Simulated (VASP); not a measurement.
# H7RuC16 in VASP: notebook

Runs on H7RuC16. Level: PBE. Tasks: single point.

Everything below comes from runs of VASP 6.6.1. Logs are shortened: lines on timing, memory, paths and dates and some standing lists are left out, and cuts for length are marked.

**1. The cell of the first run**

The cell holds a slab with vacuum, 24 atoms: a = 5.049 Å, b = 5.049 Å, c = 15.776 Å, α = 90.00°, β = 90.00°, γ = 60.00°.

**2. Single point, PBE, collinear spin, ferromagnetic start**

INCAR reads:

```
PREC = Accurate ; ENCUT = 520
EDIFF = 1E-6 ; ISMEAR = 0
SIGMA = 0.02 ; LREAL = Auto
LASPH = True ; NELM = 150
ALGO = Normal ; ISIF = 2
LWAVE = False ; LCHARG = True
ISPIN = 2 ; MAGMOM = 0 0 0 0 0 0 0 0 0 0 0 0 0 0 0 0 0 0 0 0 0 0 0 1
LORBIT = 11 ; LMAXMIX = 4
GGA = PE ; LELF = True
LVHAR = True ; NBANDS = 64
```

KPOINTS reads:

```
regular mesh
0
Gamma
  3 3 1
```

POSCAR reads:

```
H7RuC16
1.0
    5.0487420000      0.0000000000      0.0000000000
    2.5243710000      4.3723390000      0.0000000000
    0.0000000000      0.0000000000     15.7764260000
H C Ru
7 16 1
Direct
    0.1666667000      0.1666667000      0.0633857000
    0.6666667000      0.1666667000      0.0633857000
    0.1666667000      0.6666667000      0.0633857000
    0.6666667000      0.6666667000      0.0633857000
    0.4995002745      0.0007326837      0.3652905817
    0.0016601543      0.4975823784      0.3658479693
    0.5006625608      0.4976350845      0.3658291506
    0.1666667000      0.1666667000      0.1331100000
    0.6666667000      0.1666667000      0.1331100000
    0.1666667000      0.6666667000      0.1331100000
    0.6666667000      0.6666667000      0.1331100000
   -0.1666667000      0.3333333000      0.1657717000
    0.3333333000      0.3333333000      0.1657717000
   -0.1666667000      0.8333333000      0.1657717000
    0.3333333000      0.8333333000      0.1657717000
   -0.1660574685      0.3320984615      0.2647827839
    0.3334980748      0.3329762043      0.2641619270
   -0.1662895179      0.8334204481      0.2645112656
    0.3328356826      0.8334048782      0.2645026732
    0.0000172351      0.0000251870      0.2960493382
    0.5000202817     -0.0001444362      0.2946534152
    0.0002923440      0.4996374207      0.2948589086
    0.5000547097      0.4996290269      0.2948537173
    0.0177094062      0.9665438234      0.4289901603
```

Potentials or basis: VASP PAW PBE potentials, release 64 (H, C, Ru_pv).

Command:

```console
$ cat potpaw_PBE.64/H/POTCAR potpaw_PBE.64/C/POTCAR potpaw_PBE.64/Ru_pv/POTCAR > POTCAR
$ mpirun -np 1 vasp_std > vasp.out
```

OUTCAR:

```text
PREC = Accurate
   ENCUT = 520
   EDIFF = 1E-6
   ISMEAR = 0
   LREAL = Auto
   LASPH = True
   NELM = 150
   ISIF = 2
   ISPIN = 2
   LORBIT = 11
   GGA = PE

 ion  position               nearest neighbor table
   1  0.167  0.167  0.063-   8 1.10
   2  0.667  0.167  0.063-   9 1.10
   3  0.167  0.667  0.063-  10 1.10
   4  0.667  0.667  0.063-  11 1.10
   5  0.500  0.001  0.365-  21 1.11
   6  0.002  0.498  0.366-  22 1.12
   7  0.501  0.498  0.366-  23 1.12
   8  0.167  0.167  0.133-   1 1.10  13 1.55  12 1.55  15 1.55
   9  0.667  0.167  0.133-   2 1.10  12 1.55  13 1.55  14 1.55
  10  0.167  0.667  0.133-   3 1.10  15 1.55  14 1.55  13 1.55
  11  0.667  0.667  0.133-   4 1.10  14 1.55  15 1.55  12 1.55
  12  0.833  0.333  0.166-   9 1.55   8 1.55  11 1.55  16 1.56
  13  0.333  0.333  0.166-   8 1.55   9 1.55  10 1.55  17 1.55
[... 8 lines left out ...]
  22  0.000  0.500  0.295-   6 1.12  16 1.54  17 1.54  18 1.54
  23  0.500  0.500  0.295-   7 1.12  16 1.54  17 1.54  19 1.54
  24  0.018  0.967  0.429-  20 2.10

  LATTYP: Found a hexagonal cell.
 ALAT       =     5.0487421480
 C/A-ratio  =     3.1248230822

  Lattice vectors:

 A1 = (  -2.5243710000,  -4.3723390000,   0.0000000000)
 A2 = (   5.0487420000,   0.0000000000,   0.0000000000)
 A3 = (   0.0000000000,   0.0000000000,  15.7764260000)

Analysis of symmetry for initial positions (statically):
=====================================================================
 Subroutine PRICEL returns:
 Original cell was already a primitive cell.

 Routine SETGRP: Setting up the symmetry group for a
 hexagonal supercell.

 Subroutine GETGRP returns: Found  1 space group operations
 (whereof  1 operations were pure point group operations)
 out of a pool of 24 trial point group operations.

The static configuration has the point symmetry C_1 .

Analysis of symmetry for dynamics (positions and initial velocities):
=====================================================================
 Subroutine PRICEL returns:
 Original cell was already a primitive cell.

 Routine SETGRP: Setting up the symmetry group for a
 hexagonal supercell.

 Subroutine GETGRP returns: Found  1 space group operations
 (whereof  1 operations were pure point group operations)
 out of a pool of 24 trial point group operations.

The dynamic configuration has the point symmetry C_1 .

Analysis of structural, dynamic, and magnetic symmetry:
=====================================================================
 Subroutine PRICEL returns:
 Original cell was already a primitive cell.

 Routine SETGRP: Setting up the symmetry group for a
 hexagonal supercell.

 Subroutine GETGRP returns: Found  1 space group operations
 (whereof  1 operations were pure point group operations)
 out of a pool of 24 trial point group operations.

The overall configuration has the point symmetry C_1 .

 Subroutine INISYM returns: Found  1 space group operations
 (whereof  1 operations are pure point group operations),
 and found     1 'primitive' translations

----------------------------------------------------------------------------------------

                                     Primitive cell

  volume of cell :     348.2616

  direct lattice vectors                    reciprocal lattice vectors
     5.048742000  0.000000000  0.000000000     0.198069143 -0.114355268  0.000000000
     2.524371000  4.372339000  0.000000000     0.000000000  0.228710537  0.000000000
     0.000000000  0.000000000 15.776426000     0.000000000  0.000000000  0.063385712

  length of vectors
     5.048742000  5.048742148 15.776426000     0.228710544  0.228710537  0.063385712

  position of ions in fractional coordinates (direct lattice)
     0.166666700  0.166666700  0.063385700
     0.666666700  0.166666700  0.063385700
     0.166666700  0.666666700  0.063385700
     0.666666700  0.666666700  0.063385700
     0.499500275  0.000732684  0.365290582
     0.001660154  0.497582378  0.365847969
[... 16 lines left out ...]
     0.500054710  0.499629027  0.294853717
     0.017709406  0.966543823  0.428990160

[... 61 lines left out ...]
   number of dos      NEDOS =    301   number of ions     NIONS =     24
   total plane-waves  NPLWV = 192000
   dimension x,y,z NGX =    40 NGY =   40 NGZ =  120
   dimension x,y,z NGXF=    80 NGYF=   80 NGZF=  240
   ions per type =               7  16   1
   NGX,Y,Z   is equivalent  to a cutoff of  13.17, 13.17, 12.65 a.u.
   NGXF,Y,Z  is equivalent  to a cutoff of  26.34, 26.34, 25.29 a.u.
 SYSTEM =  unknown system
   PREC   = accura    normal or accurate (medium, high low for compatibility)
   ISTART =      0    job   : 0-new  1-cont  2-samecut
   ICHARG =      2    charge: 1-file 2-atom 10-const
   ISPIN  =      2    spin polarized calculation?
   LNONCOLLINEAR =      F non collinear calculations
   LSORBIT =      F    spin-orbit coupling
   LASPH  =      T    aspherical Exc in radial PAW
   ENCUT  =  520.0 eV  38.22 Ry    6.18 a.u.   9.39  9.39 29.33*2*pi/ulx,y,z
   NELM   =    150;   NELMIN=  2; NELMDL= -5     # of ELM steps
   EDIFF  = 0.1E-05   stopping-criterion for ELM
   LREAL  =      T    real-space projection
   EDIFFG = 0.1E-04   stopping-criterion for IOM
   NSW    =      0    number of steps for IOM
   IBRION =     -1    ionic relax: 0-MD 1-quasi-New 2-CG
   NFREE  =      0    steps in history (QN), initial steepest desc. (CG)
   ISIF   =      2    stress and relaxation
   ISYM   =      2    0-nonsym 1-usesym 2-fastsym
   POTIM  = 0.5000    time-step for ionic-motion
   TEBEG  =    0.0;   TEEND  =   0.0 temperature during run
   PSTRESS=    0.0 pullay stress
   NELECT =      85.0000    total number of electrons
   NUPDOWN=      -1.0000    fix difference up-down
   EMIN   =  10.00;   EMAX   =-10.00  energy-range for DOS
   EFERMI =   0.00;   METHOD = LEGACY
   ISMEAR =     0;   SIGMA  =   0.02  broadening in eV -4-tet -1-fermi 0-gaus
   EFERMI_NEDOS =   21; number of points for ismear=-14 and -15
   IALGO  =     38    algorithm
   IMIX   =      4    mixing-type and parameters
     AMIX     =   0.40;   BMIX     =  1.00
     AMIX_MAG =   1.60;   BMIX_MAG =  1.00
  volume/ion in A,a.u.               =      14.51        97.92
  Fermi-wavevector in a.u.,A,eV,Ry     =   1.023087  1.933354 14.241315  1.046707
  Thomas-Fermi vector in A             =   2.156802
   LORBIT       =     11    0 simple, 1 ext, 2 COOP (PROOUT), +10 PAW based schemes
   GGA     = PE    functional components
   LHFCALC =     F    Hartree Fock is set to
   AEXX    =    0.0000 exact exchange contribution
   IVDW    =     0    specifies the selected vdW correction
   LEPSILON=     F    determine dielectric tensor
   LRPA    =     F    only Hartree local field effects (RPA)
 spin polarized calculation
 Gauss-broadening in eV      SIGMA  =   0.02
  energy-cutoff  :      520.00
  volume of cell :      348.26
 maximum number of plane-waves:      9407
 NGX is ok and might be reduce to    40
   NGX = 19   NGY = 19   NGZ = 59

 number of electron      84.9999997 magnetization       2.9999459

 Free energy of the ion-electron system (eV)
  ---------------------------------------------------
  ext. energy  EPLUGINS =         0.00000000
  ---------------------------------------------------
  free energy    TOTEN  =      -174.26199652 eV

  energy without entropy =     -174.26199652  energy(sigma->0) =     -174.26199652

 E-fermi :   0.8283     XC(G=0):  -5.9526

 val. band max:        0.7331325824   @ k =   0.0000   0.0000   0.0000
 cond. band min:       0.9159075689   @ k =   0.0000   0.3333   0.0000
 fundamental gap:      0.1827749866
 Fermi energy:         0.8283290877

 spin component 1

 k-point     1 :       0.0000    0.0000    0.0000
  band No.  band energies     occupation
      1     -42.4801      1.00000
      2     -42.4643      1.00000
      3     -41.2565      1.00000
      4     -19.4309      1.00000
      5     -16.7936      1.00000
      6     -14.1986      1.00000
[... 274 lines left out ...]
     53       6.9112      0.00000
     54       7.7820      0.00000
 Fermi energy:         0.8283290877

 spin component 2

 k-point     1 :       0.0000    0.0000    0.0000
  band No.  band energies     occupation
      1     -40.4332      1.00000
      2     -40.4237      1.00000
      3     -40.2070      1.00000
      4     -19.4232      1.00000
      5     -16.7825      1.00000
      6     -14.1914      1.00000
[... 274 lines left out ...]
     53       7.0794      0.00000
     54       7.8086      0.00000
 [bands above 54 left out]

------------------------ aborting loop because EDIFF is reached ----------------------------------------

  FORCE on cell =-STRESS in cart. coord.  units (eV):
  Direction    XX          YY          ZZ          XY          YZ          ZX
  --------------------------------------------------------------------------------------
  -------------------------------------------------------------------------------------
  Total        1.7648299      1.7608694     -0.7053347      0.0022906      0.1777797      0.0068894
  in kB        8.1190984      8.1008781     -3.2448917      0.0105381      0.8178751      0.0316945
  external PRESSURE =       4.3250282 kB  Pullay stress =       0.0000000 kB

 VOLUME and BASIS-vectors are now :
 -----------------------------------------------------------------------------
  energy-cutoff  :      520.00
  volume of cell :      348.26
      direct lattice vectors                 reciprocal lattice vectors
     5.048742000  0.000000000  0.000000000     0.198069143 -0.114355268  0.000000000
     2.524371000  4.372339000  0.000000000     0.000000000  0.228710537  0.000000000
     0.000000000  0.000000000 15.776426000     0.000000000  0.000000000  0.063385712

 POSITION                                       TOTAL-FORCE (eV/Angst)
 -----------------------------------------------------------------------------------
      1.26219      0.72872      1.00000         0.002068      0.002864     -0.188182
      3.78656      0.72872      1.00000        -0.002179      0.002798     -0.188187
      2.52437      2.91489      1.00000        -0.000226     -0.006419     -0.188389
      5.04874      2.91489      1.00000         0.000086     -0.006846     -0.209689
      2.52370      0.00320      5.76298         0.003218      0.013045      0.194116
      1.26446      2.17560      5.77177         0.007411     -0.001118      0.065655
[... 16 lines left out ...]
      3.78590      2.18455      4.65174         0.018724      0.038146     -0.087503
      2.52933      4.22606      6.76793        -0.002632      0.044730     -0.028504
 -----------------------------------------------------------------------------------
    total drift:                               -0.000027      0.016557     -0.092434

  FREE ENERGIE OF THE ION-ELECTRON SYSTEM (eV)
  ---------------------------------------------------
  free  energy   TOTEN  =      -174.2619965242 eV

  energy  without entropy=     -174.2619965242  energy(sigma->0) =     -174.26199652

 total charge

# of ion       s       p       d       tot
------------------------------------------
    1        0.651   0.043   0.000   0.695
    2        0.651   0.043   0.000   0.695
    3        0.651   0.043   0.000   0.695
    4        0.651   0.043   0.000   0.695
    5        0.638   0.043   0.000   0.680
    6        0.633   0.042   0.000   0.675
[... 16 lines left out ...]
   23        0.840   1.751   0.000   2.591
   24        0.317   6.008   6.057  12.381
--------------------------------------------------
tot         18.149  34.142   6.057  58.347

 magnetization (x)

# of ion       s       p       d       tot
------------------------------------------
    1        0.000   0.000   0.000   0.000
    2        0.000   0.000   0.000   0.000
    3        0.000   0.000   0.000   0.000
    4       -0.001   0.000   0.000  -0.001
    5        0.002   0.003   0.000   0.006
    6        0.003   0.003   0.000   0.006
[... 16 lines left out ...]
   23        0.004   0.022   0.000   0.026
   24        0.159   0.003   2.164   2.326
--------------------------------------------------
tot          0.176   0.063   2.164   2.403
```

Wall time 17 min (1 thread of AMD EPYC 7R43 (Zen 3), shared host); peak memory 0.61 GiB.

Results:

| Property | Result |
| --- | --- |
| Free energy | -174.2620 eV |
| Largest force | 1.142 eV/Å |
| Band gap on the k mesh | 0.18 eV (least direct gap 0.23 eV) |
| Net moment | 3.00 μB per cell |
| Site moments | H +0.00, -0.00, +0.01 (each value once); C +0.00, -0.00, +0.01, -0.03, +0.03 (each value once); Ru +2.33 μB |
| Valence electrons inside the program's atomic spheres | H 0.69, 0.68 (each value once); C 2.59, 2.56, 2.57, 2.51, 2.60 (each value once); Ru 12.38 |

Forces on the atoms (eV/Å):
```
H    0.002  0.003 -0.188
H   -0.002  0.003 -0.188
H    0.000 -0.006 -0.188
H    0.000 -0.007 -0.210
H    0.003  0.013  0.194
H    0.007 -0.001  0.066
H   -0.006 -0.003  0.073
C   -0.020 -0.015  1.142
C    0.019 -0.015  1.142
C    0.000  0.023  1.135
C    0.000  0.005  1.088
C   -0.001 -0.036 -0.926
C   -0.001 -0.002 -0.973
C   -0.003 -0.013 -0.980
C    0.002 -0.014 -0.983
C    0.002 -0.079  0.015
C   -0.001  0.032  0.078
C    0.155  0.098 -0.076
C   -0.151  0.098 -0.089
C   -0.007 -0.155  0.177
C    0.005 -0.051 -0.109
C   -0.020  0.039 -0.084
C    0.019  0.038 -0.088
Ru  -0.003  0.045 -0.029
```

Caveat: the k points lie up to 0.48 Å⁻¹ apart.

**3. Single point, PBE, collinear spin, ferromagnetic start**

INCAR reads:

```
SYSTEM = H7RuC16
ALGO = Normal
EDIFF = 1E-6
ENCUT = 520
GGA = PE
ISIF = 2
ISMEAR = 0
ISPIN = 2
LASPH = .True.
LCHARG = .False.
LMAXMIX = 4
LORBIT = 11
LREAL = Auto
LWAVE = .False.
MAGMOM = 0 0 0 0 0 0 0 0 0 0 0 0 0 0 0 0 0 0 0 0 0 0 0 1.67
NBANDS = 64
NELM = 150
PREC = Accurate
SIGMA = 0.02
```

KPOINTS reads:

```
k-points
0
Gamma
  3 3 1
  0 0 0
```

POSCAR reads:

```
H7RuC16
1.0
    5.0487420000      0.0000000000      0.0000000000
    2.5243710000      4.3723390000      0.0000000000
    0.0000000000      0.0000000000     15.7764260000
H C Ru
7 16 1
Direct
    0.1666667848      0.1666666285      0.0633857123
    0.6666667848      0.1666666285      0.0633857123
    0.1666666285      0.6666667429      0.0633857123
    0.6666666285      0.6666667429      0.0633857123
    0.5000000000      0.0000000000      0.3661428767
   -0.0000001562      0.5000001144      0.3661428767
    0.4999998438      0.5000001144      0.3661428767
    0.1666667848      0.1666666285      0.1331099959
    0.6666667848      0.1666666285      0.1331099959
    0.1666666285      0.6666667429      0.1331099959
    0.6666666285      0.6666667429      0.1331099959
   -0.1666666285      0.3333332571      0.1657717027
    0.3333333715      0.3333332571      0.1657717027
   -0.1666667848      0.8333333715      0.1657717027
    0.3333332152      0.8333333715      0.1657717027
   -0.1666666285      0.3333332571      0.2637568864
    0.3333333715      0.3333332571      0.2637568864
   -0.1666667848      0.8333333715      0.2637568864
    0.3333332152      0.8333333715      0.2637568864
    0.0000000000      0.0000000000      0.2964185932
    0.5000000000      0.0000000000      0.2964185932
   -0.0000001562      0.5000001144      0.2964185932
    0.4999998438      0.5000001144      0.2964185932
    0.1653269024      0.6823835023      0.4339655889
```

Potentials or basis: VASP PAW PBE potentials, release 64 (H, C, Ru_pv).

Command:

```console
$ cat potpaw_PBE.64/H/POTCAR potpaw_PBE.64/C/POTCAR potpaw_PBE.64/Ru_pv/POTCAR > POTCAR
$ mpirun -np 1 vasp_std > vasp.out
```

Run time: 14 min. Hardware: 1 thread of AMD EPYC 7R43 (Zen 3), shared host; peak memory 0.63 GiB.

It converged, with:

```
Free energy                                           : -173.0381 eV
Largest force                                         : 2.658 eV/Å
Band gap on the k mesh                                : 0.38 eV (least direct gap 0.42 eV)
Net moment                                            : 3.00 μB per cell
Site moments                                          : H +0.00, -0.00, +0.01 (each value once); C +0.00, +0.01, -0.00, +0.05 (each value once); Ru +2.38 μB
Valence electrons inside the program's atomic spheres : H 0.69, 0.72 (each value once); C 2.59, 2.56, 2.55, 2.46, 2.58 (each value once); Ru 12.38
```

Forces in eV/Å, atoms in the order of the input:
```
H   -0.013  0.014 -0.184
H    0.012  0.010 -0.180
H   -0.001 -0.004 -0.191
H    0.003 -0.030 -0.208
H   -0.001 -0.026  0.193
H   -0.837 -0.425  0.832
H    0.805 -0.523  0.932
C    0.033 -0.047  1.125
C   -0.032 -0.040  1.143
C    0.007  0.024  1.080
C   -0.005  0.060  1.016
C    0.003 -0.004 -1.097
C   -0.010  0.035 -0.898
C   -0.043 -0.076 -1.059
C    0.070 -0.041 -1.064
C   -0.022 -0.478  2.307
C    0.025 -0.186  0.707
C    0.287  0.364  1.097
C   -0.280  0.328  0.981
C    0.114 -1.326 -0.407
C   -0.011 -0.123 -1.177
C    0.222  0.210 -2.508
C   -0.249  0.414 -2.614
Ru  -0.075  1.872  0.173
```

Levels at points of the mesh, in eV from the valence-band top:
Spin up:
```tsv
k point	band 42	band 43	band 44	band 45	band 46	band 47
(0.00, 0.00, 0.00)	-0.44	-0.41	-0.34	0.76	2.58	3.93
```
Spin down:
| k point | band 39 | band 40 | band 41 | band 42 | band 43 | band 44 |
| --- | --- | --- | --- | --- | --- | --- |
| (0.00, 0.00, 0.00) | -0.42 | -0.37 | -0.12 | 0.38 | 0.88 | 1.10 |

Caveat: the k points lie up to 0.48 Å⁻¹ apart.

[end of part 1 of 2]
